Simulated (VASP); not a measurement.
# Rb (Im-3m) in VASP: further runs, part 2 of 2

VASP 6.6.1. The steps go on from the part before.

**5. Single point, r2SCAN**

The input, POSCAR:

```
Rb
1.0
   -2.8677202310      2.8677202310      2.8677202310
    2.8677202310     -2.8677202310      2.8677202310
    2.8677202310      2.8677202310     -2.8677202310
Rb
1
Direct
    0.0000000000      0.0000000000      0.0000000000
```

The input, INCAR.step1:

```
SYSTEM = Rb
PREC = Accurate ; ENCUT = 520
ISMEAR = -1 ; SIGMA = 0.3
LREAL = .False. ; LASPH = .True.
NELM = 100 ; NBANDS = 10
GGA = PE ; ALGO = Normal
EDIFF = 1E-4 ; LWAVE = .True.
LCHARG = .False.
```

The input, INCAR.step2:

```
SYSTEM = Rb
PREC = Accurate ; ENCUT = 520
EDIFF = 1E-6 ; ISMEAR = -1
SIGMA = 0.3 ; LREAL = .False.
LASPH = .True. ; NELM = 100
ALGO = Normal ; ISIF = 2
LWAVE = .False. ; LCHARG = .False.
METAGGA = R2SCAN ; LMIXTAU = .True.
NBANDS = 10 ; ISTART = 1
```

The input, KPOINTS:

```
regular mesh
0
Gamma
  8 8 8
  0 0 0
```

Potentials or basis: VASP PAW PBE potentials, release 64 (Rb_sv).

On the command line:

```bash
$ cat potpaw_PBE.64/Rb_sv/POTCAR > POTCAR
$ cp INCAR.step1 INCAR
$ mpirun -np 1 vasp_std > vasp.out
$ cp INCAR.step2 INCAR
$ mpirun -np 1 vasp_std > vasp.out
```

OUTCAR:

```text
SYSTEM = Rb
   PREC = Accurate
   ENCUT = 520
   EDIFF = 1E-6
   ISMEAR = -1
   LREAL = .False.
   LASPH = .True.
   NELM = 100
   ISIF = 2
   METAGGA = R2SCAN
   ISTART = 1

 ion  position               nearest neighbor table
   1  0.000  0.000  0.000-

  LATTYP: Found a body centered cubic cell.
 ALAT       =     5.7354404620

  Lattice vectors:

 A1 = (  -2.8677202310,   2.8677202310,   2.8677202310)
 A2 = (   2.8677202310,  -2.8677202310,   2.8677202310)
 A3 = (   2.8677202310,   2.8677202310,  -2.8677202310)

Analysis of symmetry for initial positions (statically):
=====================================================================
 Subroutine PRICEL returns:
 Original cell was already a primitive cell.

 Routine SETGRP: Setting up the symmetry group for a
 body centered cubic supercell.

 Subroutine GETGRP returns: Found 48 space group operations
 (whereof 48 operations were pure point group operations)
 out of a pool of 48 trial point group operations.

The static configuration has the point symmetry O_h .

Analysis of symmetry for dynamics (positions and initial velocities):
=====================================================================
 Subroutine PRICEL returns:
 Original cell was already a primitive cell.

 Routine SETGRP: Setting up the symmetry group for a
 body centered cubic supercell.

 Subroutine GETGRP returns: Found 48 space group operations
 (whereof 48 operations were pure point group operations)
 out of a pool of 48 trial point group operations.

The dynamic configuration has the point symmetry O_h .

 Subroutine INISYM returns: Found 48 space group operations
 (whereof 48 operations are pure point group operations),
 and found     1 'primitive' translations

----------------------------------------------------------------------------------------

                                     Primitive cell

  volume of cell :      94.3345
[... 110 lines left out ...]
  Thomas-Fermi vector in A             =   1.844251
   LORBIT       =      0    0 simple, 1 ext, 2 COOP (PROOUT), +10 PAW based schemes
   METAGGA = R2SCAN    functional components
   LHFCALC =     F    Hartree Fock is set to
   AEXX    =    0.0000 exact exchange contribution
   IVDW    =     0    specifies the selected vdW correction
   LEPSILON=     F    determine dielectric tensor
   LRPA    =     F    only Hartree local field effects (RPA)
 non-spin polarized calculation
  energy-cutoff  :      520.00
  volume of cell :       94.33
 maximum number of plane-waves:      2556
 NGX is ok and might be reduce to    40
   NGX = 19   NGY = 19   NGZ = 19

 number of electron       9.0000000 magnetization

 Free energy of the ion-electron system (eV)
  ---------------------------------------------------
  ext. energy  EPLUGINS =         0.00000000
  ---------------------------------------------------
  free energy    TOTEN  =       -14.04513390 eV

  energy without entropy =      -13.79255169  energy(sigma->0) =      -13.91884280

 E-fermi :  -0.0656     XC(G=0):  -5.6281

 val. band max:       -0.1731463110   @ k =   0.2500   0.1250   0.1250
 cond. band min:      -0.0272649200   @ k =   0.2500   0.2500   0.0000
 fundamental gap:      0.1458813911
 Fermi energy:        -0.0656119684

 k-point     1 :       0.0000    0.0000    0.0000
  band No.  band energies     occupation
      1     -30.1053      2.00000
      2     -13.5988      2.00000
      3     -13.5988      2.00000
      4     -13.5988      2.00000
      5      -2.0484      1.99731
      6       4.0785      0.00000
      7       4.0785      0.00000
      8       4.0785      0.00000
      9       5.0245      0.00000
     10       5.0245      0.00000
[... 287 lines left out ...]
 k-point    24 :      -0.3750    0.3750    0.2500
  band No.  band energies     occupation
      1     -30.1005      2.00000
      2     -13.6626      2.00000
      3     -13.6387      2.00000
      4     -13.6304      2.00000
      5       0.0971      0.73521
      6       1.7847      0.00418
      7       3.1815      0.00004
      8       3.1981      0.00004
      9       4.3801      0.00000
     10       5.5791      0.00000

 [... further k-points ...]

------------------------ aborting loop because EDIFF is reached ----------------------------------------

  FORCE on cell =-STRESS in cart. coord.  units (eV):
  Direction    XX          YY          ZZ          XY          YZ          ZX
  --------------------------------------------------------------------------------------
  -------------------------------------------------------------------------------------
  Total        0.0502145      0.0502145      0.0502145     -0.0000000     -0.0000000     -0.0000000
  in kB        0.8528428      0.8528428      0.8528428     -0.0000000     -0.0000000     -0.0000000
  external PRESSURE =       0.8528428 kB  Pullay stress =       0.0000000 kB

 VOLUME and BASIS-vectors are now :
 -----------------------------------------------------------------------------
  energy-cutoff  :      520.00
  volume of cell :       94.33
      direct lattice vectors                 reciprocal lattice vectors
    -2.867720231  2.867720231  2.867720231     0.000000000  0.174354525  0.174354525
     2.867720231 -2.867720231  2.867720231     0.174354525  0.000000000  0.174354525
     2.867720231  2.867720231 -2.867720231     0.174354525  0.174354525  0.000000000

 POSITION                                       TOTAL-FORCE (eV/Angst)
 -----------------------------------------------------------------------------------
      0.00000      0.00000      0.00000         0.000000     -0.000000     -0.000000
 -----------------------------------------------------------------------------------
    total drift:                               -0.000000      0.000000     -0.000000

  FREE ENERGIE OF THE ION-ELECTRON SYSTEM (eV)
  ---------------------------------------------------
  free  energy   TOTEN  =       -14.0451339049 eV

  energy  without entropy=      -13.7925516906  energy(sigma->0) =      -13.91884280
```

OSZICAR.step1:

```text
N       E                     dE             d eps       ncg     rms          rms(c)
DAV:   1     0.426593194716E+02    0.42659E+02   -0.32578E+03   580   0.644E+02
DAV:   2     0.188239308808E+01   -0.40777E+02   -0.39315E+02   646   0.120E+02
DAV:   3    -0.944216395427E+00   -0.28266E+01   -0.28191E+01   818   0.322E+01
DAV:   4    -0.106532163182E+01   -0.12111E+00   -0.12080E+00   776   0.574E+00
DAV:   5    -0.106727743432E+01   -0.19558E-02   -0.19557E-02   810   0.730E-01    0.122E+00
DAV:   6    -0.106815359740E+01   -0.87616E-03   -0.21983E-03   808   0.264E-01    0.727E-01
DAV:   7    -0.106923979651E+01   -0.10862E-02   -0.28836E-03   674   0.314E-01    0.444E-02
DAV:   8    -0.106936884794E+01   -0.12905E-03   -0.10764E-04   666   0.784E-02    0.218E-02
DAV:   9    -0.106938438660E+01   -0.15539E-04   -0.14132E-05   340   0.301E-02
   1 F= -.10693844E+01 E0= -.93645673E+00  d E =-.265855E+00
```

Wall time 2.7 min (1 thread of Intel Xeon 8259CL, shared host); peak memory 0.25 GiB.

What came out:

```yaml
Free_energy: -14.0451 eV
Pressure: 0.1 GPa
Band_gap_on_the_k_mesh: zero (an odd number of electrons rules out a gap without spin polarisation)
```

Levels at points of the mesh, in eV from the Fermi level:
```tsv
k point	band 2	band 3	band 4	band 5	band 6	band 7
(0.00, 0.00, 0.00)	-13.53	-13.53	-13.53	-1.98	4.14	4.14
(0.50, 0.00, 0.00)	-13.62	-13.56	-13.53	0.42	0.75	2.93
(0.50, 0.50, 0.50)	-13.59	-13.59	-13.59	1.39	1.39	3.49
```

Caveat: so wide a smearing shifts energies and pressures; the PAW data sets were made with another functional, which shifts forces and pressure a little.

**6. The runs side by side**

| smearing | gap on the mesh (eV) | pressure (GPa) |
| --- | --- | --- |
| fermi-dirac 0.01 eV | none | 0.0 |
| fermi-dirac 0.03 eV | none | 0.0 |
| fermi-dirac 0.2 eV | none | 0.0 |
| fermi-dirac 0.3 eV | none | 0.1 |

Alike in all rows: task single point; level r2SCAN; potentials or basis VASP PAW PBE potentials, release 64 (Rb_sv); no spin polarisation; cell as given; k mesh 8 × 8 × 8; cutoff (eV) 520.

Caveats: the PAW data sets were made with another functional, which shifts forces and pressure a little; so wide a smearing shifts energies and pressures (at least some runs).

Absolute energies hang on the potentials; compare differences alone.

The gap in the log of VASP goes by the Fermi energy; the results here count the filled bands.